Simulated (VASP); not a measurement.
# AgI (F-43m) in VASP: a series of runs

AgI is run at these levels: PBE, r2SCAN; tasks: single point.

Everything below comes from runs of VASP 6.6.1. Logs are shortened: lines on timing, memory, paths and dates and some standing lists are left out, and cuts for length are marked.

## Step 1: The cell of the first run

The structure is cubic, space group F-43m (No. 216). The conventional cell has a = 6.760 Å, b = 6.760 Å, c = 6.760 Å, α = 90.00°, β = 90.00°, γ = 90.00°. Ag (site symmetry -43m) has 4 I at 2.93 Å within 3.9 Å. I (site symmetry -43m) has 4 Ag at 2.93 Å within 3.9 Å.

## Step 2: Single point, PBE (volume changed by +6%)

Input file INCAR:

```
SYSTEM = AgI
PREC = Accurate
ENCUT = 500
EDIFF = 1E-6
ISMEAR = 0
SIGMA = 0.01
LREAL = .FALSE.
LASPH = .TRUE.
NELM = 120
ALGO = Normal
ISIF = 2
LWAVE = .FALSE.
LCHARG = .TRUE.
GGA = PE
LELF = .TRUE.
LVHAR = .TRUE.
NBANDS = 16
GGA_COMPAT = .FALSE.
```

Input file KPOINTS:

```
Automatic mesh
0
G
  6 6 6
  0 0 0
```

Input file POSCAR:

```
AgI
1.0
    0.0000000000      3.3798472562      3.3798472562
    3.3798472562      0.0000000000      3.3798472562
    3.3798472562      3.3798472562      0.0000000000
Ag I
1 1
Direct
    0.0000000000      0.0000000000      0.0000000000
    0.2500000000      0.2500000000      0.2500000000
```

Potentials or basis: VASP PAW PBE potentials, release 64 (Ag, I).

Launch:

```bash
cat potpaw_PBE.64/Ag/POTCAR potpaw_PBE.64/I/POTCAR > POTCAR
mpirun -np 1 vasp_std > vasp.out
```

OUTCAR:

```text
SYSTEM = AgI
   PREC = Accurate
   ENCUT = 500
   EDIFF = 1E-6
   ISMEAR = 0
   LREAL = .FALSE.
   LASPH = .TRUE.
   NELM = 120
   ISIF = 2
   GGA = PE

 ion  position               nearest neighbor table
   1  0.000  0.000  0.000-   2 2.93   2 2.93   2 2.93   2 2.93
   2  0.250  0.250  0.250-   1 2.93   1 2.93   1 2.93   1 2.93

  LATTYP: Found a face centered cubic cell.
 ALAT       =     6.7596945124

  Lattice vectors:

 A1 = (   0.0000000000,   3.3798472562,   3.3798472562)
 A2 = (   3.3798472562,   0.0000000000,   3.3798472562)
 A3 = (   3.3798472562,   3.3798472562,   0.0000000000)

Analysis of symmetry for initial positions (statically):
=====================================================================
 Subroutine PRICEL returns:
 Original cell was already a primitive cell.

 Routine SETGRP: Setting up the symmetry group for a
 face centered cubic supercell.

 Subroutine GETGRP returns: Found 24 space group operations
 (whereof 24 operations were pure point group operations)
 out of a pool of 48 trial point group operations.

The static configuration has the point symmetry T_d .

Analysis of symmetry for dynamics (positions and initial velocities):
=====================================================================
 Subroutine PRICEL returns:
 Original cell was already a primitive cell.

 Routine SETGRP: Setting up the symmetry group for a
 face centered cubic supercell.

 Subroutine GETGRP returns: Found 24 space group operations
 (whereof 24 operations were pure point group operations)
 out of a pool of 48 trial point group operations.

The dynamic configuration has the point symmetry T_d .

 Subroutine INISYM returns: Found 24 space group operations
 (whereof 24 operations are pure point group operations),
 and found     1 'primitive' translations

----------------------------------------------------------------------------------------

                                     Primitive cell

  volume of cell :      77.2185

  direct lattice vectors                    reciprocal lattice vectors
     0.000000000  3.379847256  3.379847256    -0.147935679  0.147935679  0.147935679
     3.379847256  0.000000000  3.379847256     0.147935679 -0.147935679  0.147935679
     3.379847256  3.379847256  0.000000000     0.147935679  0.147935679 -0.147935679

  length of vectors
     4.779825828  4.779825828  4.779825828     0.256232113  0.256232113  0.256232113

  position of ions in fractional coordinates (direct lattice)
     0.000000000  0.000000000  0.000000000
     0.250000000  0.250000000  0.250000000

  ion indices of the primitive-cell ions
   primitive index   ion index
                 1           1
                 2           2

----------------------------------------------------------------------------------------

 KPOINTS: Automatic mesh

Automatic generation of k-mesh.
 Grid dimensions read from file:
 generate k-points for:    6    6    6

 Generating k-lattice:

  Cartesian coordinates                     Fractional coordinates (reciprocal lattice)
    -0.024655947  0.024655947  0.024655947     0.166666667  0.000000000  0.000000000
     0.024655947 -0.024655947  0.024655947     0.000000000  0.166666667  0.000000000
     0.024655947  0.024655947 -0.024655947     0.000000000  0.000000000  0.166666667

  Length of vectors
     0.042705352  0.042705352  0.042705352

  Shift w.r.t. Gamma in fractional coordinates (k-lattice)
     0.000000000  0.000000000  0.000000000

 Subroutine IBZKPT returns following result:
 ===========================================

 Found     16 irreducible k-points:

 Following reciprocal coordinates:
            Coordinates               Weight
  0.000000  0.000000  0.000000      1.000000
  0.166667  0.000000  0.000000      8.000000
  0.333333  0.000000  0.000000      8.000000
  0.500000  0.000000  0.000000      4.000000
  0.166667  0.166667  0.000000      6.000000
  0.333333  0.166667  0.000000     24.000000
[... 8 lines left out ...]
 -0.333333  0.333333  0.166667     24.000000
 -0.333333  0.500000  0.166667     12.000000
   k-points           NKPTS =     16   k-points in BZ     NKDIM =     16   number of bands    NBANDS=     16
   number of dos      NEDOS =    301   number of ions     NIONS =      2
   total plane-waves  NPLWV =  46656
   dimension x,y,z NGX =    36 NGY =   36 NGZ =   36
   dimension x,y,z NGXF=    72 NGYF=   72 NGZF=   72
   ions per type =               1   1
   NGX,Y,Z   is equivalent  to a cutoff of  12.52, 12.52, 12.52 a.u.
   NGXF,Y,Z  is equivalent  to a cutoff of  25.04, 25.04, 25.04 a.u.
 SYSTEM =  AgI
   PREC   = accura    normal or accurate (medium, high low for compatibility)
   ISTART =      0    job   : 0-new  1-cont  2-samecut
   ICHARG =      2    charge: 1-file 2-atom 10-const
   ISPIN  =      1    spin polarized calculation?
   LNONCOLLINEAR =      F non collinear calculations
   LSORBIT =      F    spin-orbit coupling
   LASPH  =      T    aspherical Exc in radial PAW
   ENCUT  =  500.0 eV  36.75 Ry    6.06 a.u.   8.71  8.71  8.71*2*pi/ulx,y,z
   NELM   =    120;   NELMIN=  2; NELMDL= -5     # of ELM steps
   EDIFF  = 0.1E-05   stopping-criterion for ELM
   LREAL  =      F    real-space projection
   EDIFFG = 0.1E-04   stopping-criterion for IOM
   NSW    =      0    number of steps for IOM
   IBRION =     -1    ionic relax: 0-MD 1-quasi-New 2-CG
   NFREE  =      0    steps in history (QN), initial steepest desc. (CG)
   ISIF   =      2    stress and relaxation
   ISYM   =      2    0-nonsym 1-usesym 2-fastsym
   POTIM  = 0.5000    time-step for ionic-motion
   TEBEG  =    0.0;   TEEND  =   0.0 temperature during run
   PSTRESS=    0.0 pullay stress
   NELECT =      18.0000    total number of electrons
   NUPDOWN=      -1.0000    fix difference up-down
   EMIN   =  10.00;   EMAX   =-10.00  energy-range for DOS
   EFERMI =   0.00;   METHOD = LEGACY
   ISMEAR =     0;   SIGMA  =   0.01  broadening in eV -4-tet -1-fermi 0-gaus
   EFERMI_NEDOS =   21; number of points for ismear=-14 and -15
   IALGO  =     38    algorithm
   IMIX   =      4    mixing-type and parameters
     AMIX     =   0.40;   BMIX     =  1.00
     AMIX_MAG =   1.60;   BMIX_MAG =  1.00
  volume/ion in A,a.u.               =      38.61       260.55
  Fermi-wavevector in a.u.,A,eV,Ry     =   1.007531  1.903958 13.811540  1.015120
[... 47 lines left out ...]
      2      -1.6986      2.00000
      3      -1.6449      2.00000
      4      -1.6449      2.00000
      5      -0.7395      2.00000
      6      -0.7395      2.00000
[... 8 lines left out ...]
     15      11.1601      0.00000
     16      11.4884      0.00000

 k-point     3 :       0.3333    0.0000    0.0000
  band No.  band energies     occupation
      1     -10.1646      2.00000
      2      -1.6504      2.00000
      3      -1.5714      2.00000
      4      -1.5714      2.00000
      5      -0.7298      2.00000
      6      -0.7298      2.00000
[... 8 lines left out ...]
     15      11.4447      0.00000
     16      11.4447      0.00000

 k-point     4 :       0.5000    0.0000    0.0000
  band No.  band energies     occupation
      1     -10.1118      2.00000
      2      -1.5375      2.00000
      3      -1.5375      2.00000
      4      -1.5256      2.00000
      5      -0.7137      2.00000
      6      -0.7137      2.00000
[... 8 lines left out ...]
     15      12.5647      0.00000
     16      12.5647      0.00000

 k-point     5 :       0.1667    0.1667    0.0000
  band No.  band energies     occupation
      1     -10.2503      2.00000
      2      -1.7469      2.00000
      3      -1.6079      2.00000
      4      -1.6079      2.00000
      5      -0.7635      2.00000
      6      -0.7202      2.00000
[... 8 lines left out ...]
     15      11.9443      0.00000
     16      12.2631      0.00000

 k-point     6 :       0.3333    0.1667    0.0000
  band No.  band energies     occupation
      1     -10.1656      2.00000
      2      -1.7451      2.00000
      3      -1.5262      2.00000
      4      -1.5229      2.00000
      5      -0.7645      2.00000
      6      -0.7070      2.00000
[... 8 lines left out ...]
     15      12.0843      0.00000
     16      12.6110      0.00000

 k-point     7 :       0.5000    0.1667    0.0000
  band No.  band energies     occupation
      1     -10.0955      2.00000
      2      -1.6124      2.00000
      3      -1.4797      2.00000
      4      -1.4327      2.00000
      5      -0.7199      2.00000
      6      -0.7089      2.00000
[... 8 lines left out ...]
     15      12.5440      0.00000
     16      12.6190      0.00000

 k-point     8 :      -0.3333    0.1667    0.0000
  band No.  band energies     occupation
      1     -10.1130      2.00000
      2      -1.5572      2.00000
      3      -1.5303      2.00000
      4      -1.5182      2.00000
      5      -0.7444      2.00000
      6      -0.7160      2.00000
[... 8 lines left out ...]
     15      11.8876      0.00000
     16      12.7878      0.00000

 k-point     9 :      -0.1667    0.1667    0.0000
  band No.  band energies     occupation
      1     -10.1995      2.00000
      2      -1.6927      2.00000
      3      -1.5994      2.00000
      4      -1.5788      2.00000
      5      -0.7586      2.00000
      6      -0.7187      2.00000
[... 8 lines left out ...]
     15      11.5682      0.00000
     16      12.6330      0.00000

 k-point    10 :       0.3333    0.3333    0.0000
  band No.  band energies     occupation
      1     -10.1146      2.00000
      2      -1.8424      2.00000
      3      -1.4077      2.00000
      4      -1.4077      2.00000
      5      -0.7696      2.00000
      6      -0.6875      2.00000
[... 8 lines left out ...]
     15      12.3233      0.00000
     16      14.6174      0.00000

 k-point    11 :       0.5000    0.3333    0.0000
  band No.  band energies     occupation
      1     -10.0620      2.00000
      2      -1.7793      2.00000
      3      -1.3437      2.00000
      4      -1.2989      2.00000
      5      -0.6904      2.00000
      6      -0.6818      2.00000
[... 8 lines left out ...]
     15      12.7431      0.00000
     16      13.4077      0.00000

 k-point    12 :      -0.3333    0.3333    0.0000
  band No.  band energies     occupation
      1     -10.0614      2.00000
      2      -1.6241      2.00000
      3      -1.4068      2.00000
      4      -1.2639      2.00000
      5      -0.7860      2.00000
      6      -0.7286      2.00000
[... 8 lines left out ...]
     15      11.6077      0.00000
     16      14.3962      0.00000

 k-point    13 :       0.5000    0.5000    0.0000
  band No.  band energies     occupation
      1     -10.0447      2.00000
      2      -1.8694      2.00000
      3      -1.2618      2.00000
      4      -1.2618      2.00000
      5      -0.6710      2.00000
      6      -0.6462      2.00000
[... 8 lines left out ...]
     15      12.5838      0.00000
     16      13.4639      0.00000

 k-point    14 :       0.5000    0.3333    0.1667
  band No.  band energies     occupation
      1     -10.0965      2.00000
      2      -1.6894      2.00000
      3      -1.4752      2.00000
      4      -1.3916      2.00000
      5      -0.7400      2.00000
      6      -0.7077      2.00000
[... 8 lines left out ...]
     15      12.6910      0.00000
     16      13.2016      0.00000

 k-point    15 :      -0.3333    0.3333    0.1667
  band No.  band energies     occupation
      1     -10.0614      2.00000
      2      -1.5807      2.00000
      3      -1.4675      2.00000
      4      -1.2778      2.00000
      5      -0.7811      2.00000
      6      -0.6667      2.00000
[... 8 lines left out ...]
     15      12.5654      0.00000
     16      13.1513      0.00000

 k-point    16 :      -0.3333    0.5000    0.1667
  band No.  band energies     occupation
      1     -10.0443      2.00000
      2      -1.6990      2.00000
      3      -1.3329      2.00000
      4      -1.2671      2.00000
      5      -0.7391      2.00000
      6      -0.5549      2.00000
[... 8 lines left out ...]
     15      13.0749      0.00000
     16      13.2621      0.00000

------------------------ aborting loop because EDIFF is reached ----------------------------------------

  FORCE on cell =-STRESS in cart. coord.  units (eV):
  Direction    XX          YY          ZZ          XY          YZ          ZX
  --------------------------------------------------------------------------------------
  -------------------------------------------------------------------------------------
  Total       -0.6434264     -0.6434264     -0.6434264      0.0000000      0.0000000     -0.0000000
  in kB      -13.3502143    -13.3502143    -13.3502143      0.0000000      0.0000000     -0.0000000
  external PRESSURE =     -13.3502143 kB  Pullay stress =       0.0000000 kB

 VOLUME and BASIS-vectors are now :
 -----------------------------------------------------------------------------
  energy-cutoff  :      500.00
  volume of cell :       77.22
      direct lattice vectors                 reciprocal lattice vectors
     0.000000000  3.379847256  3.379847256    -0.147935679  0.147935679  0.147935679
     3.379847256  0.000000000  3.379847256     0.147935679 -0.147935679  0.147935679
     3.379847256  3.379847256  0.000000000     0.147935679  0.147935679 -0.147935679

 POSITION                                       TOTAL-FORCE (eV/Angst)
 -----------------------------------------------------------------------------------
      0.00000      0.00000      0.00000         0.000000     -0.000000      0.000000
      1.68992      1.68992      1.68992        -0.000000      0.000000     -0.000000
 -----------------------------------------------------------------------------------
    total drift:                                0.000000      0.000000      0.000000

  FREE ENERGIE OF THE ION-ELECTRON SYSTEM (eV)
  ---------------------------------------------------
  free  energy   TOTEN  =        -4.7713191501 eV

  energy  without entropy=       -4.7713191501  energy(sigma->0) =       -4.77131915
```

It took 18 s on 1 thread of Intel Xeon 6975P-C, shared host; peak memory 0.21 GiB.

Results:

| Property | Result |
| --- | --- |
| Free energy | -4.7713 eV |
| Pressure | -1.3 GPa |
| Band gap on the k mesh | 1.35 eV, direct |

Levels at points of the mesh, in eV from the valence-band top:
```
           k point  band 6  band 7  band 8  band 9  band 10  band 11  band 12  band 13
(0.00, 0.00, 0.00)   -2.61    0.00    0.00    0.00     1.35     5.94     5.94     5.94
(0.50, 0.00, 0.00)   -2.59   -2.51   -0.57   -0.57     2.81     6.37     6.37     6.98
(0.50, 0.50, 0.00)   -2.52   -2.20   -1.42   -1.42     3.85     3.94     8.15     9.23
```

Caveat: spin-orbit coupling is left out, which moves the levels of the heavy elements.

## Step 3: Single point, r2SCAN (volume changed by -6%)

Input file POSCAR:

```
AgI
1.0
    0.0000000000      3.2214422890      3.2214422890
    3.2214422890      0.0000000000      3.2214422890
    3.2214422890      3.2214422890      0.0000000000
Ag I
1 1
Direct
    0.0000000000      0.0000000000      0.0000000000
    0.2500000000      0.2500000000      0.2500000000
```

Input file INCAR.step1:

```
PREC = Accurate
ENCUT = 550
ISMEAR = 0
SIGMA = 0.01
LREAL = False
LASPH = True
NELM = 120
NBANDS = 16
GGA = PE
ALGO = Normal
EDIFF = 1E-5
LWAVE = True
LCHARG = False
GGA_COMPAT = False
```

Input file INCAR.step2:

```
PREC = Accurate
ENCUT = 550
EDIFF = 1E-6
ISMEAR = 0
SIGMA = 0.01
LREAL = False
LASPH = True
NELM = 120
ALGO = Normal
ISIF = 2
LWAVE = False
LCHARG = False
METAGGA = R2SCAN
LMIXTAU = True
NBANDS = 16
ISTART = 1
GGA_COMPAT = False
```

Input file KPOINTS:

```
Automatic mesh
0
Gamma
  6 6 6
```

Potentials or basis: VASP PAW PBE potentials, release 64 (Ag, I).

Launch:

```bash
cat potpaw_PBE.64/Ag/POTCAR potpaw_PBE.64/I/POTCAR > POTCAR
cp INCAR.step1 INCAR
mpirun -np 1 vasp_std > vasp.out
cp INCAR.step2 INCAR
mpirun -np 1 vasp_std > vasp.out
```

Run time: 67 s. Hardware: 1 thread of Intel Xeon 6975P-C, shared host; peak memory 0.22 GiB.

Results (log left out):

```
Free energy            : -46.5009 eV
Pressure               : 2.0 GPa
Band gap on the k mesh : 1.79 eV, direct
```

Levels at points of the mesh, in eV from the valence-band top:
| k point | band 5 | band 6 | band 7 | band 8 | band 9 | band 10 | band 11 | band 12 | band 13 | band 14 |
| --- | --- | --- | --- | --- | --- | --- | --- | --- | --- | --- |
| (0.00, 0.00, 0.00) | -3.21 | -3.21 | 0.00 | 0.00 | 0.00 | 1.79 | 6.19 | 6.19 | 6.19 | 9.40 |
| (0.50, 0.00, 0.00) | -3.18 | -3.18 | -3.06 | -0.77 | -0.77 | 3.19 | 6.62 | 6.62 | 7.56 | 9.68 |
| (0.50, 0.50, 0.00) | -3.12 | -3.08 | -2.69 | -1.91 | -1.91 | 3.81 | 4.19 | 9.09 | 10.41 | 10.41 |

Caveat: the PAW data sets were made with another functional, which shifts forces and pressure a little; spin-orbit coupling is left out, which moves the levels of the heavy elements.

## Step 4: Single point, r2SCAN (volume changed by -3%)

Input file POSCAR:

```
AgI
1.0
    0.0000000000      3.2553546999      3.2553546999
    3.2553546999      0.0000000000      3.2553546999
    3.2553546999      3.2553546999      0.0000000000
Ag I
1 1
Direct
    0.0000000000      0.0000000000      0.0000000000
    0.2500000000      0.2500000000      0.2500000000
```

Input file INCAR.step1:

```
SYSTEM = AgI
PREC = Accurate
ENCUT = 550
ISMEAR = 0
SIGMA = 0.01
LREAL = .FALSE.
LASPH = .TRUE.
NELM = 120
NBANDS = 16
GGA = PE
ALGO = Normal
EDIFF = 1E-5
LWAVE = .TRUE.
LCHARG = .FALSE.
GGA_COMPAT = .FALSE.
```

Input file INCAR.step2:

```
SYSTEM = AgI
PREC = Accurate
ENCUT = 550
EDIFF = 1E-6
ISMEAR = 0
SIGMA = 0.01
LREAL = .FALSE.
LASPH = .TRUE.
NELM = 120
ALGO = Normal
ISIF = 2
LWAVE = .FALSE.
LCHARG = .FALSE.
METAGGA = R2SCAN
LMIXTAU = .TRUE.
NBANDS = 16
ISTART = 1
GGA_COMPAT = .FALSE.
```

Input file KPOINTS:

```
regular mesh
0
G
  6 6 6
  0 0 0
```

Launch:

```bash
cat potpaw_PBE.64/Ag/POTCAR potpaw_PBE.64/I/POTCAR > POTCAR
cp INCAR.step1 INCAR
mpirun -np 1 vasp_std > vasp.out
cp INCAR.step2 INCAR
mpirun -np 1 vasp_std > vasp.out
```

Run time: 75 s. Hardware: 1 thread of Intel Xeon 6975P-C, shared host; peak memory 0.23 GiB.

The run converged. Its results:

| Quantity | Value |
| --- | --- |
| Free energy | -46.5200 eV |
| Pressure | 0.8 GPa |
| Band gap on the k mesh | 1.79 eV, direct |

Levels at points of the mesh, in eV from the valence-band top:
| k point | band 6 | band 7 | band 8 | band 9 | band 10 | band 11 | band 12 | band 13 |
| --- | --- | --- | --- | --- | --- | --- | --- | --- |
| (0.00, 0.00, 0.00) | -3.07 | 0.00 | 0.00 | 0.00 | 1.79 | 6.25 | 6.25 | 6.25 |
| (0.50, 0.00, 0.00) | -3.04 | -2.92 | -0.72 | -0.72 | 3.21 | 6.67 | 6.67 | 7.51 |
| (0.50, 0.50, 0.00) | -2.95 | -2.57 | -1.80 | -1.80 | 3.90 | 4.21 | 8.96 | 10.29 |

Caveat: the PAW data sets were made with another functional, which shifts forces and pressure a little; spin-orbit coupling is left out, which moves the levels of the heavy elements.

## Step 5: Overview

| level | cell | cutoff (eV) | gap on the mesh (eV) | pressure (GPa) |
| --- | --- | --- | --- | --- |
| PBE | a = 4.780 Å, angles 60.0°, 2 atoms | 500 | 1.35 | -1.3 |
| r2SCAN | a = 4.556 Å, angles 60.0°, 2 atoms | 550 | 1.79 | 2.0 |
| r2SCAN | a = 4.604 Å, angles 60.0°, 2 atoms | 550 | 1.79 | 0.8 |

Alike in all rows: task single point; potentials or basis VASP PAW PBE potentials, release 64 (Ag, I); no spin polarisation; k mesh 6 × 6 × 6; smearing gaussian 0.01 eV.

Caveats: spin-orbit coupling is left out, which moves the levels of the heavy elements; the PAW data sets were made with another functional, which shifts forces and pressure a little (some runs).

Absolute energies hang on the potentials; compare differences alone.
